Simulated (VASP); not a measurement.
# SiC (Moissanite 3C) (F-43m) in VASP: single point with PBEsol

Aim: the single point of SiC (Moissanite 3C) with PBEsol.

Everything below comes from runs of VASP 6.6.1. Logs are shortened: lines on timing, memory, paths and dates and some standing lists are left out, and cuts for length are marked.

**The experiment to reproduce.**

“Insight into the structural, elastic and electronic properties of a new orthorhombic 6O-SiC polytype”, 2020, pmc:7200658 quotes, for a bulk crystal of SiC: band gap 2.4 eV (indirect).

How close the calculation comes is told below.

## 1. The cell of the first run

It takes space group F-43m (No. 216, cubic). The conventional cell has a = 4.358 Å, b = 4.358 Å, c = 4.358 Å, α = 90.00°, β = 90.00°, γ = 90.00°. Si (site symmetry -43m) has 4 C at 1.89 Å within 2.5 Å. C (site symmetry -43m) has 4 Si at 1.89 Å within 2.5 Å.

## 2. Single point, PBEsol

Contents of INCAR:

```
  PREC = Accurate
  ENCUT = 520
  EDIFF = 1E-6
  ISMEAR = 0
  SIGMA = 0.01
  LREAL = False
  LASPH = True
  NELM = 100
  ALGO = Normal
  ISIF = 2
  LWAVE = False
  LCHARG = True
  GGA = PS
  LELF = True
  LVHAR = True
  NBANDS = 11
```

Contents of KPOINTS:

```
Automatic mesh
0
Gamma
  8 8 8
```

Contents of POSCAR:

```
SiC
1.0
    3.0815710000      0.0000000000      0.0000000000
    1.5407855000      2.6687187696      0.0000000000
    1.5407855000      0.8895729232      2.5160921854
Si C
1 1
Direct
    0.0000000000      0.0000000000      0.0000000000
    0.2500000000      0.2500000000      0.2500000000
```

Potentials or basis: VASP PAW PBE potentials, release 64 (Si, C).

Launch:

```
cat potpaw_PBE.64/Si/POTCAR potpaw_PBE.64/C/POTCAR > POTCAR
mpirun -np 1 vasp_std > vasp.out
```

OUTCAR:

```text
PREC = Accurate
   ENCUT = 520
   EDIFF = 1E-6
   ISMEAR = 0
   LREAL = False
   LASPH = True
   NELM = 100
   ISIF = 2
   GGA = PS

 ion  position               nearest neighbor table
   1  0.000  0.000  0.000-   2 1.89   2 1.89   2 1.89   2 1.89
   2  0.250  0.250  0.250-   1 1.89   1 1.89   1 1.89   1 1.89

  LATTYP: Found a face centered cubic cell.
 ALAT       =     4.3579995017

  Lattice vectors:

 A1 = (   3.0815710000,   0.0000000000,   0.0000000000)
 A2 = (   1.5407855000,   2.6687187696,   0.0000000000)
 A3 = (   1.5407855000,   0.8895729232,   2.5160921854)

Analysis of symmetry for initial positions (statically):
=====================================================================
 Subroutine PRICEL returns:
 Original cell was already a primitive cell.

 Routine SETGRP: Setting up the symmetry group for a
 face centered cubic supercell.

 Subroutine GETGRP returns: Found 24 space group operations
 (whereof 24 operations were pure point group operations)
 out of a pool of 48 trial point group operations.

The static configuration has the point symmetry T_d .

Analysis of symmetry for dynamics (positions and initial velocities):
=====================================================================
 Subroutine PRICEL returns:
 Original cell was already a primitive cell.

 Routine SETGRP: Setting up the symmetry group for a
 face centered cubic supercell.

 Subroutine GETGRP returns: Found 24 space group operations
 (whereof 24 operations were pure point group operations)
 out of a pool of 48 trial point group operations.

The dynamic configuration has the point symmetry T_d .

 Subroutine INISYM returns: Found 24 space group operations
 (whereof 24 operations are pure point group operations),
 and found     1 'primitive' translations

----------------------------------------------------------------------------------------

                                     Primitive cell

  volume of cell :      20.6920

  direct lattice vectors                    reciprocal lattice vectors
     3.081571000  0.000000000  0.000000000     0.324509804 -0.187355822 -0.132480573
     1.540785500  2.668718770  0.000000000     0.000000000  0.374711645 -0.132480573
     1.540785500  0.889572923  2.516092185     0.000000000  0.000000000  0.397441718

  length of vectors
     3.081571000  3.081571000  3.081571000     0.397441718  0.397441718  0.397441718

  position of ions in fractional coordinates (direct lattice)
     0.000000000  0.000000000  0.000000000
     0.250000000  0.250000000  0.250000000

  ion indices of the primitive-cell ions
   primitive index   ion index
                 1           1
                 2           2

----------------------------------------------------------------------------------------

 KPOINTS: Automatic mesh

Automatic generation of k-mesh.
 Grid dimensions read from file:
 generate k-points for:    8    8    8

 Generating k-lattice:

  Cartesian coordinates                     Fractional coordinates (reciprocal lattice)
     0.040563725 -0.023419478 -0.016560072     0.125000000  0.000000000  0.000000000
     0.000000000  0.046838956 -0.016560072     0.000000000  0.125000000  0.000000000
     0.000000000  0.000000000  0.049680215     0.000000000  0.000000000  0.125000000

  Length of vectors
     0.049680215  0.049680215  0.049680215

  Shift w.r.t. Gamma in fractional coordinates (k-lattice)
     0.000000000  0.000000000  0.000000000

 Subroutine IBZKPT returns following result:
 ===========================================

 Found     29 irreducible k-points:

 Following reciprocal coordinates:
            Coordinates               Weight
  0.000000  0.000000  0.000000      1.000000
  0.125000 -0.000000 -0.000000      8.000000
  0.250000 -0.000000 -0.000000      8.000000
  0.375000  0.000000  0.000000      8.000000
  0.500000 -0.000000 -0.000000      4.000000
  0.125000  0.125000 -0.000000      6.000000
[... 16 lines left out ...]
  0.500000  0.250000  0.125000     48.000000
 -0.375000  0.250000  0.125000     24.000000
 [... further k-points ...]
   k-points           NKPTS =     29   k-points in BZ     NKDIM =     29   number of bands    NBANDS=     11
   number of dos      NEDOS =    301   number of ions     NIONS =      2
   total plane-waves  NPLWV =  13824
   dimension x,y,z NGX =    24 NGY =   24 NGZ =   24
   dimension x,y,z NGXF=    48 NGYF=   48 NGZF=   48
   ions per type =               1   1
   NGX,Y,Z   is equivalent  to a cutoff of  12.95, 12.95, 12.95 a.u.
   NGXF,Y,Z  is equivalent  to a cutoff of  25.90, 25.90, 25.90 a.u.
 SYSTEM =  unknown system
   PREC   = accura    normal or accurate (medium, high low for compatibility)
   ISTART =      0    job   : 0-new  1-cont  2-samecut
   ICHARG =      2    charge: 1-file 2-atom 10-const
   ISPIN  =      1    spin polarized calculation?
   LNONCOLLINEAR =      F non collinear calculations
   LSORBIT =      F    spin-orbit coupling
   LASPH  =      T    aspherical Exc in radial PAW
   ENCUT  =  520.0 eV  38.22 Ry    6.18 a.u.   5.73  5.73  5.73*2*pi/ulx,y,z
   NELM   =    100;   NELMIN=  2; NELMDL= -5     # of ELM steps
   EDIFF  = 0.1E-05   stopping-criterion for ELM
   LREAL  =      F    real-space projection
   EDIFFG = 0.1E-04   stopping-criterion for IOM
   NSW    =      0    number of steps for IOM
   IBRION =     -1    ionic relax: 0-MD 1-quasi-New 2-CG
   NFREE  =      0    steps in history (QN), initial steepest desc. (CG)
   ISIF   =      2    stress and relaxation
   ISYM   =      2    0-nonsym 1-usesym 2-fastsym
   POTIM  = 0.5000    time-step for ionic-motion
   TEBEG  =    0.0;   TEEND  =   0.0 temperature during run
   PSTRESS=    0.0 pullay stress
   NELECT =       8.0000    total number of electrons
   NUPDOWN=      -1.0000    fix difference up-down
   EMIN   =  10.00;   EMAX   =-10.00  energy-range for DOS
   EFERMI =   0.00;   METHOD = LEGACY
   ISMEAR =     0;   SIGMA  =   0.01  broadening in eV -4-tet -1-fermi 0-gaus
   EFERMI_NEDOS =   21; number of points for ismear=-14 and -15
   IALGO  =     38    algorithm
   IMIX   =      4    mixing-type and parameters
     AMIX     =   0.40;   BMIX     =  1.00
     AMIX_MAG =   1.60;   BMIX_MAG =  1.00
  volume/ion in A,a.u.               =      10.35        69.82
  Fermi-wavevector in a.u.,A,eV,Ry     =   1.192626  2.253737 19.352342  1.422357
  Thomas-Fermi vector in A             =   2.328660
   LORBIT       =      0    0 simple, 1 ext, 2 COOP (PROOUT), +10 PAW based schemes
   GGA     = PS    functional components
   LHFCALC =     F    Hartree Fock is set to
   AEXX    =    0.0000 exact exchange contribution
   IVDW    =     0    specifies the selected vdW correction
   LEPSILON=     F    determine dielectric tensor
   LRPA    =     F    only Hartree local field effects (RPA)
 non-spin polarized calculation
 Gauss-broadening in eV      SIGMA  =   0.01
  energy-cutoff  :      520.00
  volume of cell :       20.69
 maximum number of plane-waves:       568
   NGX = 11   NGY = 11   NGZ = 11

 number of electron       8.0000001 magnetization

 Free energy of the ion-electron system (eV)
  ---------------------------------------------------
  ext. energy  EPLUGINS =         0.00000000
  ---------------------------------------------------
  free energy    TOTEN  =       -15.91384015 eV

  energy without entropy =      -15.91384015  energy(sigma->0) =      -15.91384015

 E-fermi :   8.1595     XC(G=0): -11.5047

 val. band max:        8.0576452377   @ k =   0.0000   0.0000   0.0000
 cond. band min:       9.2904652986   @ k =   0.5000   0.5000  -0.0000
 fundamental gap:      1.2328200610
 Fermi energy:         8.1595056604

 k-point     1 :       0.0000    0.0000    0.0000
  band No.  band energies     occupation
      1      -7.3670      2.00000
      2       8.0576      2.00000
      3       8.0576      2.00000
      4       8.0576      2.00000
      5      14.2446      0.00000
      6      15.2992      0.00000
      7      15.2992      0.00000
      8      15.2992      0.00000
      9      22.5130      0.00000
     10      22.5130      0.00000
     11      24.3192      0.00000

 k-point     2 :       0.1250   -0.0000   -0.0000
  band No.  band energies     occupation
      1      -7.0611      2.00000
      2       6.5644      2.00000
      3       7.8551      2.00000
      4       7.8551      2.00000
      5      14.4697      0.00000
      6      15.6519      0.00000
      7      15.6519      0.00000
      8      15.8331      0.00000
      9      21.2597      0.00000
     10      21.2597      0.00000
     11      23.9038      0.00000

 k-point     3 :       0.2500   -0.0000   -0.0000
  band No.  band energies     occupation
      1      -6.1656      2.00000
      2       3.7421      2.00000
      3       7.4481      2.00000
      4       7.4481      2.00000
      5      13.9818      0.00000
      6      15.8943      0.00000
      7      15.8943      0.00000
      8      17.3331      0.00000
      9      21.0860      0.00000
     10      21.0860      0.00000
     11      22.9937      0.00000

 k-point     4 :       0.3750    0.0000    0.0000
  band No.  band energies     occupation
      1      -4.7995      2.00000
      2       0.9864      2.00000
      3       7.1202      2.00000
      4       7.1202      2.00000
      5      13.5713      0.00000
      6      15.4542      0.00000
      7      15.4542      0.00000
      8      17.9591      0.00000
      9      23.0823      0.00000
     10      23.0823      0.00000
     11      23.4050      0.00000
[... 239 lines left out ...]
 k-point    22 :       0.3750    0.2500    0.1250
  band No.  band energies     occupation
      1      -5.3869      2.00000
      2       3.5628      2.00000
      3       5.1689      2.00000
      4       6.7741      2.00000
      5      13.3281      0.00000
      6      15.6022      0.00000
      7      16.4471      0.00000
      8      18.0585      0.00000
      9      20.2136      0.00000
     10      23.9578      0.00000
     11      27.3542      0.00000

 k-point    23 :       0.5000    0.2500    0.1250
  band No.  band energies     occupation
      1      -4.0733      2.00000
      2       1.5150      2.00000
      3       4.4305      2.00000
      4       6.1156      2.00000
      5      13.2630      0.00000
      6      15.5677      0.00000
      7      17.1809      0.00000
      8      18.4321      0.00000
      9      21.3516      0.00000
     10      24.4487      0.00000
     11      27.2478      0.00000

 k-point    24 :      -0.3750    0.2500    0.1250
  band No.  band energies     occupation
      1      -3.1087      2.00000
      2       0.1761      2.00000
      3       4.3221      2.00000
      4       5.7740      2.00000
      5      13.2044      0.00000
      6      15.2493      0.00000
      7      18.1390      0.00000
      8      18.9791      0.00000
      9      21.3784      0.00000
     10      24.1820      0.00000
     11      27.2237      0.00000

 [... further k-points ...]
[... 5 lines left out ...]
  --------------------------------------------------------------------------------------
  -------------------------------------------------------------------------------------
  Total        0.0233572      0.0233572      0.0233572      0.0000000      0.0000000      0.0000000
  in kB        1.8085478      1.8085478      1.8085478      0.0000000      0.0000000      0.0000000
  external PRESSURE =       1.8085478 kB  Pullay stress =       0.0000000 kB

 VOLUME and BASIS-vectors are now :
 -----------------------------------------------------------------------------
  energy-cutoff  :      520.00
  volume of cell :       20.69
      direct lattice vectors                 reciprocal lattice vectors
     3.081571000  0.000000000  0.000000000     0.324509804 -0.187355822 -0.132480573
     1.540785500  2.668718770  0.000000000     0.000000000  0.374711645 -0.132480573
     1.540785500  0.889572923  2.516092185     0.000000000  0.000000000  0.397441718

 POSITION                                       TOTAL-FORCE (eV/Angst)
 -----------------------------------------------------------------------------------
      0.00000      0.00000      0.00000        -0.000000     -0.000000     -0.000000
      1.54079      0.88957      0.62902         0.000000      0.000000      0.000000
 -----------------------------------------------------------------------------------
    total drift:                                0.000000      0.000000      0.000000

  FREE ENERGIE OF THE ION-ELECTRON SYSTEM (eV)
  ---------------------------------------------------
  free  energy   TOTEN  =       -15.9138401537 eV

  energy  without entropy=      -15.9138401537  energy(sigma->0) =      -15.91384015
```

Wall time 7.4 s (1 thread of Intel Xeon 8259CL, shared host); peak memory 0.13 GiB.

Results:

* Free energy: -15.9138 eV
* Pressure: 0.2 GPa
* Band gap on the k mesh: 1.23 eV, indirect (least direct gap 4.44 eV)

Caveat: the PAW data sets were made with another functional, which shifts forces and pressure a little.

## 3. Against experiment

Step 2. A measured gap of SiC is 2.4 eV (indirect; quoted in “Insight into the structural, elastic and electronic properties of a new orthorhombic 6O-SiC polytype”, 2020, pmc:7200658); the calculated 1.23 eV misses it by -1.17 eV. The value is that of PBEsol on a finite k mesh, which can miss the band edges, without temperature or zero-point motion. Semilocal functionals fall short of measured gaps as a rule.
